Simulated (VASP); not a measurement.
A run of VASP 6.6.1:

INCAR

```
SYSTEM = LiHSO4
ALGO = Normal
EDIFF = 1E-6
ENCUT = 910
GGA_COMPAT = .False.
ISIF = 2
ISMEAR = -1
LASPH = .True.
LCHARG = .False.
LREAL = Auto
LWAVE = .False.
NBANDS = 88
NELM = 120
PREC = Accurate
SIGMA = 0.05
```

Contents of KPOINTS:

```
k-points
0
Gamma
  2 1 1
  0 0 0
```

Contents of POSCAR:

```
LiHSO4
1.0
    5.3414780000      0.0000000000      0.0000000000
    0.0000000000      7.3736770000      0.0000000000
   -0.0226800000      0.0000000000      8.5596560000
Li H S O
4 4 4 16
Direct
    0.4784446354      0.2998639620     -0.0175707996
    0.5243073123      0.7811977661      0.4795402993
    0.3994418946      0.6779656879      1.0321910133
    0.5581397522      0.1924277399      0.5287128361
    0.8888392039      0.6615966498      0.7987236870
    0.1632012108      0.1884541457      0.6938129289
    0.0821688737      0.3636313335      0.1809184855
    0.8388211929      0.8530208199      0.2533045721
    0.2369597941      0.5201475465      0.7149703212
    0.7976494998      1.0037190400      0.7772158133
    0.7772740441      0.4913016938      0.2730249907
    0.1800836585     -0.0092898021      0.2298456854
    0.4073943174      0.5298170777      0.8504313725
    0.6935590226      0.9774227973      0.6230273740
    0.5951535999      0.4749597792      0.1454965013
    0.2608502237     -0.0197594769      0.3979599180
    0.3053043776      0.3347312338      0.6471171271
    0.8791696753      0.8265889596      0.8406295767
    0.7509642323      0.6565245535      0.3641501481
    0.2367249798      0.1695761830      0.1614317211
    0.2754571268      0.6637529688      0.6061809026
    0.6124532315      0.1012249384      0.8864842232
    0.7909254529      0.3329275204      0.3752604077
    0.2871509750      0.8342242276      0.1503798751
    0.9843289636      0.5182760243      0.7791668263
    0.0372017078      1.1153594062      0.7677294508
    0.0382922176      0.5067485327      0.1868182553
    0.8800453345     -0.0172912375      0.2223453840
```

Potentials or basis: VASP PAW LDA potentials, release 64 (Li_sv, H_h, S, O_h).

The run is started by

```sh
$ cat potpaw_LDA.64/Li_sv/POTCAR potpaw_LDA.64/H_h/POTCAR potpaw_LDA.64/S/POTCAR potpaw_LDA.64/O_h/POTCAR > POTCAR
$ mpirun -np 1 vasp_std > vasp.out
```

Hardware: 1 thread of AMD EPYC 9R45 96-Core Processor (Zen 5), with other jobs on the host.

**Question.** Estimate the wall time of this run.

**Answer.** It took 2.2 min on 1 thread of AMD EPYC 9R45 96-Core Processor (Zen 5), on a shared host, peak memory 0.57 GiB. Counts: scf iterations 16, k points 2.
